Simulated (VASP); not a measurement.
# MnO (P6_3/mmc) in VASP: notebook

Runs on MnO. Level: RPBE+U. Tasks: single point.

All numbers are computed with VASP 6.6.1; they aren't measurements. Logs are shortened: lines on timing, memory, paths and dates and some standing lists are left out, and cuts for length are marked.

## Step 1: The cell of the first run

It takes space group P6_3/mmc (No. 194, hexagonal). Conventional cell: a = 3.698 Å, b = 3.698 Å, c = 4.547 Å, α = 90.00°, β = 90.00°, γ = 120.00°. Mn (site symmetry -6m2) has 5 O at 2.14 to 2.27 Å within 2.8 Å. Within 2.8 Å of O (site symmetry -6m2) lie 5 Mn at 2.14 to 2.27 Å.

## Step 2: Single point, RPBE+U, collinear spin, ferromagnetic start (13.47 Å³/atom)

The input, INCAR:

```
SYSTEM = MnO
ALGO = Normal
EDIFF = 1E-6
ENCUT = 520
GGA = RP
ISIF = 2
ISMEAR = 0
ISPIN = 2
LASPH = .True.
LCHARG = .True.
LDAU = .True.
LDAUJ = 0 0
LDAUL = 2 -1
LDAUPRINT = 1
LDAUTYPE = 2
LDAUU = 3.9 0
LELF = .True.
LMAXMIX = 4
LORBIT = 11
LREAL = .False.
LVHAR = .True.
LWAVE = .False.
MAGMOM = 4.61 4.61 0.13 0.13
NBANDS = 31
NELM = 150
PREC = Accurate
SIGMA = 0.05
```

The input, KPOINTS:

```
k-points
0
Gamma
  8 8 4
  0 0 0
```

The input, POSCAR:

```
MnO
1.0
    3.6984836379      0.0000000000      0.0000000000
   -1.8492418190      3.2029807859      0.0000000000
    0.0000000000      0.0000000000      4.5470811008
Mn O
2 2
Direct
    0.3333333333      0.6666666667     -0.0567850000
    0.6666666667      0.3333333333      0.4432150000
    0.3333333333      0.6666666667      0.4432150000
    0.6666666667      0.3333333333      0.9432150000
```

Potentials or basis: VASP PAW PBE potentials, release 64 (Mn_pv, O).

Run with:

```bash
$ cat potpaw_PBE.64/Mn_pv/POTCAR potpaw_PBE.64/O/POTCAR > POTCAR
$ mpirun -np 1 vasp_std > vasp.out
```

OUTCAR:

```text
SYSTEM = MnO
   EDIFF = 1E-6
   ENCUT = 520
   GGA = RP
   ISIF = 2
   ISMEAR = 0
   ISPIN = 2
   LASPH = .True.
   LORBIT = 11
   LREAL = .False.
   NELM = 150
   PREC = Accurate

 ion  position               nearest neighbor table
   1  0.333  0.667  0.943-   4 2.14   4 2.14   4 2.14   3 2.27   3 2.27   2 3.12   2 3.12   2 3.12
                             2 3.12   2 3.12   2 3.12
   2  0.667  0.333  0.443-   3 2.14   3 2.14   3 2.14   4 2.27   4 2.27   1 3.12   1 3.12   1 3.12
                             1 3.12   1 3.12   1 3.12
   3  0.333  0.667  0.443-   2 2.14   2 2.14   2 2.14   1 2.27   1 2.27
   4  0.667  0.333  0.943-   1 2.14   1 2.14   1 2.14   2 2.27   2 2.27

  LATTYP: Found a hexagonal cell.
 ALAT       =     3.6984836379
 C/A-ratio  =     1.2294446984

  Lattice vectors:

 A1 = (   3.6984836379,   0.0000000000,   0.0000000000)
 A2 = (  -1.8492418190,   3.2029807859,   0.0000000000)
 A3 = (   0.0000000000,   0.0000000000,   4.5470811008)

Analysis of symmetry for initial positions (statically):
=====================================================================
 Subroutine PRICEL returns:
 Original cell was already a primitive cell.

 Routine SETGRP: Setting up the symmetry group for a
 hexagonal supercell.

 Subroutine GETGRP returns: Found 24 space group operations
 (whereof  6 operations were pure point group operations)
 out of a pool of 24 trial point group operations.

The static configuration has the point symmetry C_3v.
 The point group associated with its full space group is D_6h.

Analysis of symmetry for dynamics (positions and initial velocities):
=====================================================================
 Subroutine PRICEL returns:
 Original cell was already a primitive cell.

 Routine SETGRP: Setting up the symmetry group for a
 hexagonal supercell.

 Subroutine GETGRP returns: Found 24 space group operations
 (whereof  6 operations were pure point group operations)
 out of a pool of 24 trial point group operations.

The dynamic configuration has the point symmetry C_3v.
 The point group associated with its full space group is D_6h.

Analysis of structural, dynamic, and magnetic symmetry:
=====================================================================
 Subroutine PRICEL returns:
 Original cell was already a primitive cell.

 Routine SETGRP: Setting up the symmetry group for a
 hexagonal supercell.

 Subroutine GETGRP returns: Found 24 space group operations
 (whereof  6 operations were pure point group operations)
 out of a pool of 24 trial point group operations.

The overall configuration has the point symmetry C_3v.
 The point group associated with its full space group is D_6h.

 Subroutine INISYM returns: Found 24 space group operations
 (whereof  6 operations are pure point group operations),
 and found     1 'primitive' translations

----------------------------------------------------------------------------------------

                                     Primitive cell

  volume of cell :      53.8655

[... 152 lines left out ...]
  0.0000  0.0178 -0.0000 -0.0000  0.0000
  0.0000 -0.0000  0.0685 -0.0000 -0.0000
 -0.0000 -0.0000 -0.0000  0.0178  0.0000
 -0.0000  0.0000 -0.0000  0.0000  0.0448

 occupancies and eigenvectors

  o =  0.0178  v =  0.0000  0.0000  0.0000  0.0000  0.0000 -0.0000  0.7245  0.0000  0.6893 -0.0000      0.0000  0.0000  0.0000  0.0000  0.0000  0.0000  0.0000  0.0000  0.0000  0.0000
  o =  0.0178  v =  0.0000  0.0000  0.0000  0.0000  0.0000 -0.0000  0.6893  0.0000 -0.7245 -0.0000      0.0000  0.0000  0.0000  0.0000  0.0000  0.0000  0.0000  0.0000  0.0000  0.0000
  o =  0.0448  v =  0.0000  0.0000  0.0000  0.0000  0.0000 -0.0871 -0.0000  0.0000 -0.0000 -0.9962      0.0000  0.0000  0.0000  0.0000  0.0000  0.0000  0.0000  0.0000  0.0000  0.0000
  o =  0.0448  v =  0.0000  0.0000  0.0000  0.0000  0.0000 -0.9962 -0.0000  0.0000  0.0000  0.0871      0.0000  0.0000  0.0000  0.0000  0.0000  0.0000  0.0000  0.0000  0.0000  0.0000
  o =  0.0685  v =  0.0000  0.0000  0.0000  0.0000  0.0000 -0.0000  0.0000 -1.0000  0.0000  0.0000      0.0000  0.0000  0.0000  0.0000  0.0000  0.0000  0.0000  0.0000  0.0000  0.0000
  o =  0.9425  v =  0.0000 -0.7245  0.0000 -0.6893  0.0000  0.0000  0.0000  0.0000  0.0000  0.0000      0.0000  0.0000  0.0000  0.0000  0.0000  0.0000  0.0000  0.0000  0.0000  0.0000
  o =  0.9425  v =  0.0000 -0.6893  0.0000  0.7245  0.0000  0.0000  0.0000  0.0000  0.0000  0.0000      0.0000  0.0000  0.0000  0.0000  0.0000  0.0000  0.0000  0.0000  0.0000  0.0000
  o =  0.9504  v = -0.0533  0.0000  0.0000 -0.0000  0.9986  0.0000  0.0000  0.0000  0.0000  0.0000      0.0000  0.0000  0.0000  0.0000  0.0000  0.0000  0.0000  0.0000  0.0000  0.0000
  o =  0.9504  v = -0.9986 -0.0000  0.0000 -0.0000 -0.0533  0.0000  0.0000  0.0000  0.0000  0.0000      0.0000  0.0000  0.0000  0.0000  0.0000  0.0000  0.0000  0.0000  0.0000  0.0000
  o =  0.9708  v = -0.0000 -0.0000 -1.0000 -0.0000  0.0000  0.0000  0.0000  0.0000  0.0000  0.0000      0.0000  0.0000  0.0000  0.0000  0.0000  0.0000  0.0000  0.0000  0.0000  0.0000

atom =   2  type =  1  l = 2

 onsite density matrix

spin component  1

  0.9504  0.0000  0.0000  0.0000  0.0000
  0.0000  0.9425  0.0000 -0.0000 -0.0000
  0.0000  0.0000  0.9708 -0.0000 -0.0000
  0.0000 -0.0000 -0.0000  0.9425 -0.0000
  0.0000 -0.0000 -0.0000 -0.0000  0.9504

spin component  2

  0.0448 -0.0000  0.0000  0.0000 -0.0000
 -0.0000  0.0178  0.0000 -0.0000 -0.0000
  0.0000  0.0000  0.0685  0.0000 -0.0000
  0.0000 -0.0000  0.0000  0.0178  0.0000
 -0.0000 -0.0000 -0.0000  0.0000  0.0448

 occupancies and eigenvectors

  o =  0.0178  v =  0.0000  0.0000  0.0000  0.0000  0.0000 -0.0000 -0.7218  0.0000 -0.6921  0.0000      0.0000  0.0000  0.0000  0.0000  0.0000  0.0000  0.0000  0.0000  0.0000  0.0000
  o =  0.0178  v =  0.0000  0.0000  0.0000  0.0000  0.0000  0.0000  0.6921 -0.0000 -0.7218 -0.0000      0.0000  0.0000  0.0000  0.0000  0.0000  0.0000  0.0000  0.0000  0.0000  0.0000
  o =  0.0448  v =  0.0000  0.0000  0.0000  0.0000  0.0000 -0.0258 -0.0000 -0.0000 -0.0000 -0.9997      0.0000  0.0000  0.0000  0.0000  0.0000  0.0000  0.0000  0.0000  0.0000  0.0000
  o =  0.0448  v =  0.0000  0.0000  0.0000  0.0000  0.0000  0.9997 -0.0000 -0.0000  0.0000 -0.0258      0.0000  0.0000  0.0000  0.0000  0.0000  0.0000  0.0000  0.0000  0.0000  0.0000
  o =  0.0685  v =  0.0000  0.0000  0.0000  0.0000  0.0000 -0.0000 -0.0000 -1.0000 -0.0000  0.0000      0.0000  0.0000  0.0000  0.0000  0.0000  0.0000  0.0000  0.0000  0.0000  0.0000
  o =  0.9425  v =  0.0000 -0.7245  0.0000 -0.6893  0.0000  0.0000  0.0000  0.0000  0.0000  0.0000      0.0000  0.0000  0.0000  0.0000  0.0000  0.0000  0.0000  0.0000  0.0000  0.0000
  o =  0.9425  v = -0.0000 -0.6893  0.0000  0.7245  0.0000  0.0000  0.0000  0.0000  0.0000  0.0000      0.0000  0.0000  0.0000  0.0000  0.0000  0.0000  0.0000  0.0000  0.0000  0.0000
  o =  0.9504  v = -0.1128  0.0000  0.0000 -0.0000  0.9936  0.0000  0.0000  0.0000  0.0000  0.0000      0.0000  0.0000  0.0000  0.0000  0.0000  0.0000  0.0000  0.0000  0.0000  0.0000
  o =  0.9504  v = -0.9936 -0.0000  0.0000  0.0000 -0.1128  0.0000  0.0000  0.0000  0.0000  0.0000      0.0000  0.0000  0.0000  0.0000  0.0000  0.0000  0.0000  0.0000  0.0000  0.0000
  o =  0.9708  v = -0.0000 -0.0000 -1.0000  0.0000  0.0000  0.0000  0.0000  0.0000  0.0000  0.0000      0.0000  0.0000  0.0000  0.0000  0.0000  0.0000  0.0000  0.0000  0.0000  0.0000

 number of electron      38.0000031 magnetization      10.0000014

 Free energy of the ion-electron system (eV)
  ---------------------------------------------------
  ext. energy  EPLUGINS =         0.00000000
  ---------------------------------------------------
  free energy    TOTEN  =       -29.70893397 eV

  energy without entropy =      -29.70867699  energy(sigma->0) =      -29.70880548

 E-fermi :   4.8918     XC(G=0): -10.2092

 val. band max:        4.8426695179   @ k =   0.3750   0.2500   0.5000
 cond. band min:       5.6147351100   @ k =   0.1250   0.0000   0.0000
 fundamental gap:      0.7720655920
 Fermi energy:         4.8917635394

 spin component 1

 k-point     1 :       0.0000    0.0000    0.0000
  band No.  band energies     occupation
      1     -44.8196      1.00000
      2     -44.8087      1.00000
      3     -44.8087      1.00000
      4     -44.7916      1.00000
      5     -44.7916      1.00000
      6     -44.7704      1.00000
[... 1625 lines left out ...]
     30      17.9197      0.00000
     31      18.1067      0.00000

 [... further k-points ...]

------------------------ aborting loop because EDIFF is reached ----------------------------------------

  FORCE on cell =-STRESS in cart. coord.  units (eV):
  Direction    XX          YY          ZZ          XY          YZ          ZX
  --------------------------------------------------------------------------------------
  -------------------------------------------------------------------------------------
  Total        1.5221546      1.5221546      1.1725437     -0.0000000     -0.0000000      0.0000000
  in kB       45.2750147     45.2750147     34.8761775     -0.0000000     -0.0000000      0.0000000
  external PRESSURE =      41.8087356 kB  Pullay stress =       0.0000000 kB

 VOLUME and BASIS-vectors are now :
 -----------------------------------------------------------------------------
  energy-cutoff  :      520.00
  volume of cell :       53.87
      direct lattice vectors                 reciprocal lattice vectors
     3.698483638  0.000000000  0.000000000     0.270381080  0.156104589  0.000000000
    -1.849241819  3.202980786  0.000000000     0.000000000  0.312209179  0.000000000
     0.000000000  0.000000000  4.547081101     0.000000000  0.000000000  0.219921303

 POSITION                                       TOTAL-FORCE (eV/Angst)
 -----------------------------------------------------------------------------------
     -0.00000      2.13532      4.28888        -0.000000     -0.000000      0.000000
      1.84924      1.06766      2.01533         0.000000     -0.000000      0.000000
     -0.00000      2.13532      2.01533         0.000000     -0.000000     -0.000000
      1.84924      1.06766      4.28888        -0.000000      0.000000     -0.000000
 -----------------------------------------------------------------------------------
    total drift:                               -0.000000      0.000000     -0.000100

  FREE ENERGIE OF THE ION-ELECTRON SYSTEM (eV)
  ---------------------------------------------------
  free  energy   TOTEN  =       -29.7089339669 eV

  energy  without entropy=      -29.7086769878  energy(sigma->0) =      -29.70880548

 total charge

# of ion       s       p       d       tot
------------------------------------------
    1        0.210   6.182   4.932  11.324
    2        0.210   6.182   4.932  11.324
    3        1.558   3.454   0.000   5.012
    4        1.558   3.454   0.000   5.012
--------------------------------------------------
tot          3.536  19.271   9.863  32.670

 magnetization (x)

# of ion       s       p       d       tot
------------------------------------------
    1        0.036   0.039   4.554   4.629
    2        0.036   0.039   4.554   4.629
    3        0.017   0.091   0.000   0.108
    4        0.017   0.091   0.000   0.108
--------------------------------------------------
tot          0.107   0.259   9.107   9.474
```

Wall time 3.4 min (1 thread of Intel Xeon 8259CL, shared host); peak memory 0.23 GiB.

What came out:

```
Free energy                                           : -29.7089 eV
Pressure                                              : 4.2 GPa
Band gap on the k mesh                                : zero (filled and empty bands overlap)
Net moment                                            : 10.00 μB per cell
Site moments                                          : Mn +4.63; O +0.11 μB
Valence electrons inside the program's atomic spheres : Mn 11.32; O 5.01
```

Stress tensor (GPa, compression positive):
```
4.53 0.00 0.00
0.00 4.53 0.00
0.00 0.00 3.49
```

Eigenvalues of the final occupation matrices:
```csv
site,spin,trace,eigenvalues
site 1 d,1,4.76,0.94 0.94 0.95 0.95 0.97
site 1 d,2,0.19,0.02 0.02 0.04 0.04 0.07
site 2 d,1,4.76,0.94 0.94 0.95 0.95 0.97
site 2 d,2,0.19,0.02 0.02 0.04 0.04 0.07
```

Caveat: the cell stands under pressure; the PAW data sets were made with another functional, which shifts forces and pressure a little; the run started ferromagnetic, and an antiferromagnetic order may lie lower in energy. The state reached can hang on the start; a lower one may exist.

## Step 3: Single point, RPBE+U, collinear spin, ferromagnetic start (13.75 Å³/atom)

This run uses another cell than the first one, of 13.75 Å³/atom.

The input, INCAR:

```
ALGO = Normal ; EDIFF = 1E-7
ENCUT = 520 ; GGA = RP
ISIF = 2 ; ISMEAR = 0
ISPIN = 2 ; LASPH = T
LCHARG = T ; LDAU = T
LDAUJ = 0 0 ; LDAUL = 2 -1
LDAUPRINT = 1 ; LDAUTYPE = 2
LDAUU = 3.9 0 ; LELF = T
LMAXMIX = 4 ; LORBIT = 11
LREAL = F ; LVHAR = T
LWAVE = F ; MAGMOM = 4.63 4.63 0.13 0.13
NBANDS = 31 ; NELM = 150
PREC = Accurate ; SIGMA = 0.05
```

The input, KPOINTS:

```
k-points
0
Gamma
  8 8 4
```

The input, POSCAR:

```
MnO
1.0
    3.7239912277      0.0000000000      0.0000000000
   -1.8619956139      3.2250710066      0.0000000000
    0.0000000000      0.0000000000      4.5784412718
Mn O
2 2
Direct
    0.3333333333      0.6666666667     -0.0567850000
    0.6666666667      0.3333333333      0.4432150000
    0.3333333333      0.6666666667      0.4432150000
    0.6666666667      0.3333333333      0.9432150000
```

Potentials or basis: VASP PAW PBE potentials, release 64 (Mn_pv, O).

Run with:

```bash
$ cat potpaw_PBE.64/Mn_pv/POTCAR potpaw_PBE.64/O/POTCAR > POTCAR
$ mpirun -np 1 vasp_std > vasp.out
```

It took 2.5 min on 1 thread of Intel Xeon 8259CL, shared host; peak memory 0.23 GiB.

The run converged. Its results:

* Free energy: -29.7307 eV
* Pressure: 1.7 GPa
* Band gap on the k mesh: zero (filled and empty bands overlap)
* Net moment: 10.00 μB per cell
* Site moments: Mn +4.63; O +0.10 μB
* Valence electrons inside the program's atomic spheres: Mn 11.30; O 5.00

Stress tensor (GPa, compression positive):
```
2.02 0.00 0.00
0.00 2.02 0.00
0.00 0.00 1.09
```

Levels at points of the mesh, in eV from the Fermi level:
Spin up:
| k point | band 20 | band 21 | band 22 | band 23 | band 24 | band 25 | band 26 | band 27 | band 28 | band 29 |
| --- | --- | --- | --- | --- | --- | --- | --- | --- | --- | --- |
| (0.00, 0.00, 0.00) | -2.17 | -0.73 | -0.73 | -0.23 | -0.23 | -0.10 | 5.40 | 8.17 | 10.13 | 10.13 |
| (0.50, 0.00, 0.00) | -2.49 | -2.43 | -2.23 | -1.99 | -1.50 | 4.83 | 5.01 | 7.70 | 8.56 | 10.12 |
| (0.00, 0.00, 0.50) | -1.87 | -0.38 | -0.38 | -0.38 | -0.38 | 3.36 | 3.36 | 10.08 | 10.08 | 10.08 |
| (0.50, 0.00, 0.50) | -2.57 | -1.72 | -1.72 | -0.26 | -0.26 | 4.90 | 4.90 | 7.52 | 7.52 | 10.86 |
Spin down:
| k point | band 10 | band 11 | band 12 | band 13 | band 14 | band 15 | band 16 | band 17 | band 18 | band 19 |
| --- | --- | --- | --- | --- | --- | --- | --- | --- | --- | --- |
| (0.00, 0.00, 0.00) | -3.60 | -3.60 | -3.10 | -3.10 | -1.96 | 1.18 | 3.64 | 3.64 | 4.11 | 4.79 |
| (0.50, 0.00, 0.00) | -3.73 | -3.69 | -3.62 | -3.01 | -2.55 | 2.99 | 3.09 | 3.42 | 4.35 | 4.52 |
| (0.00, 0.00, 0.50) | -4.06 | -3.41 | -3.41 | -3.41 | -3.41 | 3.27 | 3.27 | 4.62 | 4.62 | 4.62 |
| (0.50, 0.00, 0.50) | -4.97 | -3.23 | -3.23 | -3.03 | -3.03 | 3.43 | 3.43 | 4.35 | 4.35 | 4.77 |

Eigenvalues of the final occupation matrices:
| site | spin | trace | eigenvalues |
| --- | --- | --- | --- |
| site 1 d | 1 | 4.76 | 0.94 0.94 0.95 0.95 0.97 |
| site 1 d | 2 | 0.19 | 0.02 0.02 0.04 0.04 0.07 |
| site 2 d | 1 | 4.76 | 0.94 0.94 0.95 0.95 0.97 |
| site 2 d | 2 | 0.19 | 0.02 0.02 0.04 0.04 0.07 |

Caveat: the PAW data sets were made with another functional, which shifts forces and pressure a little; the run started ferromagnetic, and an antiferromagnetic order may lie lower in energy. The state reached can hang on the start; a lower one may exist.

The gap in the log of VASP goes by the Fermi energy; the results here count the filled bands.